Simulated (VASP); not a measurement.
# AlN (P6_3mc) in VASP: further runs

AlN is run at these levels: PBE; tasks: single point.

Program: VASP 6.6.1. These are calculated values, not measurements. Logs are shortened: lines on timing, memory, paths and dates and some standing lists are left out, and cuts for length are marked.

## 1. The cell of the first run

Symmetry: P6_3mc, No. 186, hexagonal system. Conventional cell: a = 3.111 Å, b = 3.111 Å, c = 5.127 Å, α = 90.00°, β = 90.00°, γ = 120.00°. Within 2.5 Å of Al (site symmetry 3m) lie 4 N at 1.89 to 1.97 Å. Within 2.5 Å of N (site symmetry 3m) lie 4 Al at 1.89 to 1.97 Å.

## 2. Single point, PBE (zz strain of +3 %)

File INCAR:

```
  PREC = Accurate
  ENCUT = 520
  EDIFF = 1E-6
  ISMEAR = -1
  SIGMA = 0.02
  LREAL = F
  LASPH = T
  NELM = 80
  ALGO = Normal
  ISIF = 2
  LWAVE = F
  LCHARG = F
  GGA = PE
  NBANDS = 16
```

File KPOINTS:

```
regular mesh
0
Gamma
  11 11 6
```

File POSCAR:

```
AlN
1.0
    3.1110021516      0.0000000000      0.0000000000
   -1.5555010758      2.6942068945      0.0000000000
    0.0000000000      0.0000000000      5.1273400000
Al N
2 2
Direct
    0.3333333333      0.6666666667      0.0000000000
    0.6666666667      0.3333333333      0.5000000000
    0.3333333333      0.6666666667      0.3850000000
    0.6666666667      0.3333333333      0.8850000000
```

Potentials or basis: VASP PAW PBE potentials, release 64 (Al, N).

The run is started by

```
cat potpaw_PBE.64/Al/POTCAR potpaw_PBE.64/N/POTCAR > POTCAR
mpirun -np 1 vasp_std > vasp.out
```

OUTCAR:

```text
PREC = Accurate
   ENCUT = 520
   EDIFF = 1E-6
   ISMEAR = -1
   LREAL = F
   LASPH = T
   NELM = 80
   ISIF = 2
   GGA = PE

 ion  position               nearest neighbor table
   1  0.333  0.667  0.000-   4 1.89   4 1.89   4 1.89   3 1.97   2 3.13   2 3.13   2 3.13   2 3.13
                             2 3.13   2 3.13
   2  0.667  0.333  0.500-   3 1.89   3 1.89   3 1.89   4 1.97   1 3.13   1 3.13   1 3.13   1 3.13
                             1 3.13   1 3.13
   3  0.333  0.667  0.385-   2 1.89   2 1.89   2 1.89   1 1.97
   4  0.667  0.333  0.885-   1 1.89   1 1.89   1 1.89   2 1.97

  LATTYP: Found a hexagonal cell.
 ALAT       =     3.1110021516
 C/A-ratio  =     1.6481312934

  Lattice vectors:

 A1 = (   3.1110021516,   0.0000000000,   0.0000000000)
 A2 = (  -1.5555010758,   2.6942068945,   0.0000000000)
 A3 = (   0.0000000000,   0.0000000000,   5.1273400000)

Analysis of symmetry for initial positions (statically):
=====================================================================
 Subroutine PRICEL returns:
 Original cell was already a primitive cell.

 Routine SETGRP: Setting up the symmetry group for a
 hexagonal supercell.

 Subroutine GETGRP returns: Found 12 space group operations
 (whereof  6 operations were pure point group operations)
 out of a pool of 24 trial point group operations.

The static configuration has the point symmetry C_3v.
 The point group associated with its full space group is C_6v.

Analysis of symmetry for dynamics (positions and initial velocities):
=====================================================================
 Subroutine PRICEL returns:
 Original cell was already a primitive cell.

 Routine SETGRP: Setting up the symmetry group for a
 hexagonal supercell.

 Subroutine GETGRP returns: Found 12 space group operations
 (whereof  6 operations were pure point group operations)
 out of a pool of 24 trial point group operations.

The dynamic configuration has the point symmetry C_3v.
 The point group associated with its full space group is C_6v.

 Subroutine INISYM returns: Found 12 space group operations
 (whereof  6 operations are pure point group operations),
 and found     1 'primitive' translations

----------------------------------------------------------------------------------------

                                     Primitive cell

  volume of cell :      42.9757

  direct lattice vectors                    reciprocal lattice vectors
     3.111002152  0.000000000  0.000000000     0.321439829  0.185583372  0.000000000
    -1.555501076  2.694206895  0.000000000     0.000000000  0.371166744  0.000000000
     0.000000000  0.000000000  5.127340000     0.000000000  0.000000000  0.195032902

  length of vectors
     3.111002152  3.111002152  5.127340000     0.371166744  0.371166744  0.195032902

  position of ions in fractional coordinates (direct lattice)
     0.333333333  0.666666667  0.000000000
     0.666666667  0.333333333  0.500000000
     0.333333333  0.666666667  0.385000000
     0.666666667  0.333333333  0.885000000

  ion indices of the primitive-cell ions
   primitive index   ion index
                 1           1
                 2           2
                 3           3
                 4           4

----------------------------------------------------------------------------------------

 KPOINTS: regular mesh

Automatic generation of k-mesh.
 Grid dimensions read from file:
 generate k-points for:   11   11    6

 Generating k-lattice:

  Cartesian coordinates                     Fractional coordinates (reciprocal lattice)
     0.029221803  0.016871216  0.000000000     0.090909091 -0.000000000  0.000000000
     0.000000000  0.033742431  0.000000000     0.000000000  0.090909091  0.000000000
     0.000000000  0.000000000  0.032505484     0.000000000  0.000000000  0.166666667

  Length of vectors
     0.033742431  0.033742431  0.032505484

  Shift w.r.t. Gamma in fractional coordinates (k-lattice)
     0.000000000  0.000000000  0.000000000

 Subroutine IBZKPT returns following result:
 ===========================================

 Found     64 irreducible k-points:

 Following reciprocal coordinates:
            Coordinates               Weight
  0.000000  0.000000  0.000000      1.000000
  0.090909  0.000000  0.000000      6.000000
  0.181818  0.000000  0.000000      6.000000
  0.272727 -0.000000  0.000000      6.000000
  0.363636  0.000000  0.000000      6.000000
  0.454545  0.000000  0.000000      6.000000
[... 16 lines left out ...]
  0.090909  0.090909  0.166667     12.000000
  0.181818  0.090909  0.166667     24.000000
 [... further k-points ...]
   k-points           NKPTS =     64   k-points in BZ     NKDIM =     64   number of bands    NBANDS=     16
   number of dos      NEDOS =    301   number of ions     NIONS =      4
   total plane-waves  NPLWV =  23040
   dimension x,y,z NGX =    24 NGY =   24 NGZ =   40
   dimension x,y,z NGXF=    48 NGYF=   48 NGZF=   80
   ions per type =               2   2
   NGX,Y,Z   is equivalent  to a cutoff of  12.83, 12.83, 12.97 a.u.
   NGXF,Y,Z  is equivalent  to a cutoff of  25.65, 25.65, 25.94 a.u.
 SYSTEM =  unknown system
   PREC   = accura    normal or accurate (medium, high low for compatibility)
   ISTART =      0    job   : 0-new  1-cont  2-samecut
   ICHARG =      2    charge: 1-file 2-atom 10-const
   ISPIN  =      1    spin polarized calculation?
   LNONCOLLINEAR =      F non collinear calculations
   LSORBIT =      F    spin-orbit coupling
   LASPH  =      T    aspherical Exc in radial PAW
   ENCUT  =  520.0 eV  38.22 Ry    6.18 a.u.   5.78  5.78  9.53*2*pi/ulx,y,z
   NELM   =     80;   NELMIN=  2; NELMDL= -5     # of ELM steps
   EDIFF  = 0.1E-05   stopping-criterion for ELM
   LREAL  =      F    real-space projection
   EDIFFG = 0.1E-04   stopping-criterion for IOM
   NSW    =      0    number of steps for IOM
   IBRION =     -1    ionic relax: 0-MD 1-quasi-New 2-CG
   NFREE  =      0    steps in history (QN), initial steepest desc. (CG)
   ISIF   =      2    stress and relaxation
   ISYM   =      2    0-nonsym 1-usesym 2-fastsym
   POTIM  = 0.5000    time-step for ionic-motion
   TEBEG  =    0.0;   TEEND  =   0.0 temperature during run
   PSTRESS=    0.0 pullay stress
   NELECT =      16.0000    total number of electrons
   NUPDOWN=      -1.0000    fix difference up-down
   EMIN   =  10.00;   EMAX   =-10.00  energy-range for DOS
   EFERMI =   0.00;   METHOD = LEGACY
   ISMEAR =    -1;   SIGMA  =   0.02  broadening in eV -4-tet -1-fermi 0-gaus
   EFERMI_NEDOS =   21; number of points for ismear=-14 and -15
   IALGO  =     38    algorithm
   IMIX   =      4    mixing-type and parameters
     AMIX     =   0.40;   BMIX     =  1.00
     AMIX_MAG =   1.60;   BMIX_MAG =  1.00
  volume/ion in A,a.u.               =      10.74        72.50
  Fermi-wavevector in a.u.,A,eV,Ry     =   1.177715  2.225559 18.871466  1.387014
  Thomas-Fermi vector in A             =   2.314057
   LORBIT       =      0    0 simple, 1 ext, 2 COOP (PROOUT), +10 PAW based schemes
   GGA     = PE    functional components
   LHFCALC =     F    Hartree Fock is set to
   AEXX    =    0.0000 exact exchange contribution
   IVDW    =     0    specifies the selected vdW correction
   LEPSILON=     F    determine dielectric tensor
   LRPA    =     F    only Hartree local field effects (RPA)
 non-spin polarized calculation
  energy-cutoff  :      520.00
  volume of cell :       42.98
 maximum number of plane-waves:      1184
 NGX is ok and might be reduce to    24
   NGX = 11   NGY = 11   NGZ = 19

 number of electron      15.9999997 magnetization

 Free energy of the ion-electron system (eV)
  ---------------------------------------------------
  ext. energy  EPLUGINS =         0.00000000
  ---------------------------------------------------
  free energy    TOTEN  =       -29.74132111 eV

  energy without entropy =      -29.74132111  energy(sigma->0) =      -29.74132111

 E-fermi :   6.2702     XC(G=0): -10.7868

 val. band max:        5.8372239689   @ k =   0.0000   0.0000   0.0000
 cond. band min:       9.7989315073   @ k =   0.0000   0.0000   0.0000
 fundamental gap:      3.9617075385
 Fermi energy:         6.2701865942

 k-point     1 :       0.0000    0.0000    0.0000
  band No.  band energies     occupation
      1      -9.1393      2.00000
      2      -7.2042      2.00000
      3      -0.0343      2.00000
      4       5.1109      2.00000
      5       5.1109      2.00000
      6       5.6771      2.00000
[... 8 lines left out ...]
     15      18.8627      0.00000
     16      18.8627      0.00000

 k-point     2 :       0.0909    0.0000    0.0000
  band No.  band energies     occupation
      1      -9.0350      2.00000
      2      -7.1409      2.00000
      3       0.0918      2.00000
      4       4.6250      2.00000
      5       4.9791      2.00000
      6       5.1865      2.00000
[... 8 lines left out ...]
     15      18.6160      0.00000
     16      18.9546      0.00000

 k-point     3 :       0.1818    0.0000    0.0000
  band No.  band energies     occupation
      1      -8.7331      2.00000
      2      -6.9695      2.00000
      3       0.4622      2.00000
      4       3.4792      2.00000
      5       4.1912      2.00000
      6       4.6779      2.00000
[... 8 lines left out ...]
     15      18.0805      0.00000
     16      18.5953      0.00000

 k-point     4 :       0.2727   -0.0000    0.0000
  band No.  band energies     occupation
      1      -8.2722      2.00000
      2      -6.7500      2.00000
      3       1.0481      2.00000
      4       2.2099      2.00000
      5       3.1385      2.00000
      6       4.3472      2.00000
[... 8 lines left out ...]
     15      17.6195      0.00000
     16      19.4445      0.00000
[... 324 lines left out ...]
 k-point    22 :       0.4545    0.0000    0.1667
  band No.  band energies     occupation
      1      -7.2395      2.00000
      2      -6.6155      2.00000
      3       0.4456      2.00000
      4       1.4122      2.00000
      5       2.9016      2.00000
      6       4.0052      2.00000
[... 8 lines left out ...]
     15      17.7696      0.00000
     16      20.6138      0.00000

 k-point    23 :       0.0909    0.0909    0.1667
  band No.  band energies     occupation
      1      -8.7385      2.00000
      2      -7.1883      2.00000
      3       0.6347      2.00000
      4       4.0504      2.00000
      5       4.0518      2.00000
      6       4.8658      2.00000
[... 8 lines left out ...]
     15      18.1448      0.00000
     16      18.8986      0.00000

 k-point    24 :       0.1818    0.0909    0.1667
  band No.  band energies     occupation
      1      -8.3623      2.00000
      2      -6.9670      2.00000
      3       1.0045      2.00000
      4       2.9125      2.00000
      5       3.2858      2.00000
      6       4.4553      2.00000
[... 8 lines left out ...]
     15      18.0287      0.00000
     16      19.2179      0.00000

 [... further k-points ...]

------------------------ aborting loop because EDIFF is reached ----------------------------------------

  FORCE on cell =-STRESS in cart. coord.  units (eV):
  Direction    XX          YY          ZZ          XY          YZ          ZX
  --------------------------------------------------------------------------------------
  -------------------------------------------------------------------------------------
  Total        0.6515820      0.6515820     -2.4440164      0.0000000     -0.0000000      0.0000000
  in kB       24.2916085     24.2916085    -91.1153028      0.0000000     -0.0000000      0.0000000
  external PRESSURE =     -14.1773619 kB  Pullay stress =       0.0000000 kB

 VOLUME and BASIS-vectors are now :
 -----------------------------------------------------------------------------
  energy-cutoff  :      520.00
  volume of cell :       42.98
      direct lattice vectors                 reciprocal lattice vectors
     3.111002152  0.000000000  0.000000000     0.321439829  0.185583372  0.000000000
    -1.555501076  2.694206895  0.000000000     0.000000000  0.371166744  0.000000000
     0.000000000  0.000000000  5.127340000     0.000000000  0.000000000  0.195032902

 POSITION                                       TOTAL-FORCE (eV/Angst)
 -----------------------------------------------------------------------------------
     -0.00000      1.79614      0.00000         0.000000      0.000000      0.423762
      1.55550      0.89807      2.56367        -0.000000      0.000000      0.423762
     -0.00000      1.79614      1.97403        -0.000000      0.000000     -0.423762
      1.55550      0.89807      4.53770         0.000000     -0.000000     -0.423762
 -----------------------------------------------------------------------------------
    total drift:                               -0.000000      0.000000     -0.000849

  FREE ENERGIE OF THE ION-ELECTRON SYSTEM (eV)
  ---------------------------------------------------
  free  energy   TOTEN  =       -29.7413211093 eV

  energy  without entropy=      -29.7413211093  energy(sigma->0) =      -29.74132111
```

It took 18 s on 1 thread of Intel Xeon Platinum 8488C (Sapphire Rapids), shared host; peak memory 0.17 GiB.

Results:

* Free energy: -29.7413 eV
* Pressure: -1.4 GPa
* Largest force: 0.424 eV/Å
* Band gap on the k mesh: 3.96 eV, direct

Forces in eV/Å, atoms in the order of the input:
```
Al   0.000  0.000  0.424
Al   0.000  0.000  0.424
N    0.000  0.000 -0.424
N    0.000  0.000 -0.424
```

Levels at points of the mesh, in eV from the valence-band top:
```csv
k point,band 4,band 5,band 6,band 7,band 8,band 9,band 10,band 11,band 12,band 13
"(0.00, 0.00, 0.00)",-0.73,-0.73,-0.16,-0.16,0.00,3.96,6.74,10.31,11.25,11.25
"(0.00, 0.00, 0.50)",-3.33,-0.45,-0.45,-0.45,-0.45,6.39,6.39,10.01,10.01,11.56
```

Caveat: the cell differs from its parent crystal (zz strain of +3 %).

## 3. Single point, PBE

This run uses another cell than the first one, of 10.43 Å³/atom, 0.971 times its volume.

File INCAR:

```
SYSTEM = AlN
PREC = Accurate
ENCUT = 520
EDIFF = 1E-6
ISMEAR = -1
SIGMA = 0.02
LREAL = .False.
LASPH = .True.
NELM = 100
ALGO = Normal
ISIF = 2
LWAVE = .False.
LCHARG = .False.
GGA = PE
NBANDS = 16
```

File KPOINTS:

```
regular mesh
0
Gamma
  11 11 6
  0 0 0
```

Changes to POSCAR since step 2:

```diff
@@ -4,3 +4,3 @@
    -1.5555010758      2.6942068945      0.0000000000
-    0.0000000000      0.0000000000      5.1273400000
+    0.0000000000      0.0000000000      4.9780000000
 Al N
```

Potentials or basis: VASP PAW PBE potentials, release 64 (Al, N).

The run is started by

```
cat potpaw_PBE.64/Al/POTCAR potpaw_PBE.64/N/POTCAR > POTCAR
mpirun -np 1 vasp_std > vasp.out
```

Run time: 48 s. Hardware: 1 thread of Intel Xeon 6975P-C, shared host; peak memory 0.17 GiB.

Results (log left out):

| Item | Value |
| --- | --- |
| Free energy | -29.7680 eV |
| Pressure | 3.8 GPa |
| Largest force | 0.181 eV/Å |
| Band gap on the k mesh | 4.16 eV, direct |

Forces on the atoms (eV/Å):
```
Al   0.000  0.000  0.181
Al   0.000  0.000  0.181
N    0.000  0.000 -0.181
N    0.000  0.000 -0.181
```

Stress tensor (GPa, compression positive):
```
4.40 0.00 0.00
0.00 4.40 0.00
0.00 0.00 2.59
```

Levels at points of the mesh, in eV from the valence-band top:
| k point | band 6 | band 7 | band 8 | band 9 | band 10 | band 11 |
| --- | --- | --- | --- | --- | --- | --- |
| (0.00, 0.00, 0.00) | -0.29 | -0.29 | 0.00 | 4.16 | 6.62 | 10.61 |
| (0.00, 0.00, 0.50) | -0.63 | -0.63 | -0.63 | 6.44 | 6.44 | 10.28 |

A k mesh can miss the band edges. As with any semilocal functional, this PBE gap is likely too small.

## 4. Single point, PBE (volume scaled by 0.94)

File INCAR:

```
PREC = Accurate
ENCUT = 520
EDIFF = 1E-7
ISMEAR = -1
SIGMA = 0.02
LREAL = False
LASPH = True
NELM = 100
ALGO = Normal
ISIF = 2
LWAVE = False
LCHARG = False
GGA = PE
NBANDS = 16
```

File KPOINTS:

```
Automatic mesh
0
Gamma
  11 11 6
```

File POSCAR:

```
AlN
1.0
    3.0474944919      0.0000000000      0.0000000000
   -1.5237472460      2.6392076479      0.0000000000
    0.0000000000      0.0000000000      4.8763796492
Al N
2 2
Direct
    0.3333333333      0.6666666667      0.0000000000
    0.6666666667      0.3333333333      0.5000000000
    0.3333333333      0.6666666667      0.3850000000
    0.6666666667      0.3333333333      0.8850000000
```

The run is started by

```
cat potpaw_PBE.64/Al/POTCAR potpaw_PBE.64/N/POTCAR > POTCAR
mpirun -np 1 vasp_std > vasp.out
```

Run time: 12 s. Hardware: 1 thread of Intel Xeon 6975P-C (Granite Rapids), shared host; peak memory 0.16 GiB.

The run converged. Its results:

- Free energy: -29.5990 eV
- Pressure: 18.4 GPa
- Largest force: 0.185 eV/Å
- Band gap on the k mesh: 4.72 eV, direct

Forces on the atoms (eV/Å):
```
Al   0.000  0.000  0.185
Al   0.000  0.000  0.185
N    0.000  0.000 -0.185
N    0.000  0.000 -0.185
```

Stress tensor (GPa, compression positive):
```
19.59  0.00  0.00
 0.00 19.59  0.00
 0.00  0.00 15.98
```

Levels at points of the mesh, in eV from the valence-band top:
```
           k point  band 4  band 5  band 6  band 7  band 8  band 9  band 10  band 11  band 12  band 13
(0.00, 0.00, 0.00)   -0.98   -0.98   -0.31   -0.31    0.00    4.72     7.17    11.12    11.54    11.54
(0.00, 0.00, 0.50)   -3.47   -0.65   -0.65   -0.65   -0.65    6.99     6.99    10.80    10.80    11.87
```

Caveat: the cell differs from its parent crystal (volume scaled by 0.94). A k mesh can miss the band edges.

## 5. Single point, PBE (volume scaled by 0.98)

File INCAR:

```
PREC     = Accurate       # precision mode
ENCUT    = 520            # plane-wave cutoff, eV
EDIFF    = 1E-6           # SCF threshold, eV
ISMEAR   = -1             # smearing method
SIGMA    = 0.02           # smearing width, eV
LREAL    = False          # projectors in reciprocal space
LASPH    = True           # aspherical terms in the spheres
NELM     = 60             # most SCF steps
ALGO     = Normal         # electronic algorithm
ISIF     = 2              # what is computed and relaxed
LWAVE    = False          # write WAVECAR
LCHARG   = False          # write CHGCAR
GGA      = PE             # functional
NBANDS   = 16             # bands
```

KPOINTS is that of step 4.

File POSCAR:

```
AlN
1.0
    3.0901223134      0.0000000000      0.0000000000
   -1.5450611567      2.6761244242      0.0000000000
    0.0000000000      0.0000000000      4.9445895974
Al N
2 2
Direct
    0.3333333333      0.6666666667      0.0000000000
    0.6666666667      0.3333333333      0.5000000000
    0.3333333333      0.6666666667      0.3850000000
    0.6666666667      0.3333333333      0.8850000000
```

The run is started by

```
cat potpaw_PBE.64/Al/POTCAR potpaw_PBE.64/N/POTCAR > POTCAR
mpirun -np 1 vasp_std > vasp.out
```

Run time: 13 s. Hardware: 1 thread of Intel Xeon 6975P-C (Granite Rapids), shared host; peak memory 0.17 GiB.

It converged, with:

```yaml
Free_energy: -29.7366 eV
Pressure: 8.2 GPa
Largest_force: 0.182 eV/Å
Band_gap_on_the_k_mesh: 4.34 eV, direct
```

Forces in eV/Å, atoms in the order of the input:
```
Al   0.000  0.000  0.182
Al   0.000  0.000  0.182
N    0.000  0.000 -0.182
N    0.000  0.000 -0.182
```

Stress tensor (GPa, compression positive):
```
8.98 0.00 0.00
0.00 8.98 0.00
0.00 0.00 6.63
```

Levels at points of the mesh, in eV from the valence-band top:
```tsv
k point	band 4	band 5	band 6	band 7	band 8	band 9	band 10	band 11	band 12	band 13
(0.00, 0.00, 0.00)	-0.96	-0.96	-0.30	-0.30	0.00	4.34	6.80	10.77	11.24	11.24
(0.00, 0.00, 0.50)	-3.39	-0.64	-0.64	-0.64	-0.64	6.62	6.62	10.45	10.45	11.56
```

Caveat: the cell differs from its parent crystal (volume scaled by 0.98).

## 6. Overview

| cell | gap on the mesh (eV) | pressure (GPa) | largest force (eV/Å) |
| --- | --- | --- | --- |
| a = 3.111, b = 3.111, c = 5.127 Å, angles 90.0, 90.0, 120.0°, 4 atoms | 3.96 | -1.4 | 0.42 |
| a = 3.111, b = 3.111, c = 4.978 Å, angles 90.0, 90.0, 120.0°, 4 atoms | 4.16 | 3.8 | 0.18 |
| a = 3.047, b = 3.047, c = 4.876 Å, angles 90.0, 90.0, 120.0°, 4 atoms | 4.72 | 18.4 | 0.18 |
| a = 3.090, b = 3.090, c = 4.945 Å, angles 90.0, 90.0, 120.0°, 4 atoms | 4.34 | 8.2 | 0.18 |

Alike in all rows: task single point; level PBE; potentials or basis VASP PAW PBE potentials, release 64 (Al, N); no spin polarisation; k mesh 11 × 11 × 6; cutoff (eV) 520; smearing fermi-dirac 0.02 eV.

Absolute energies hang on the potentials; compare differences alone.
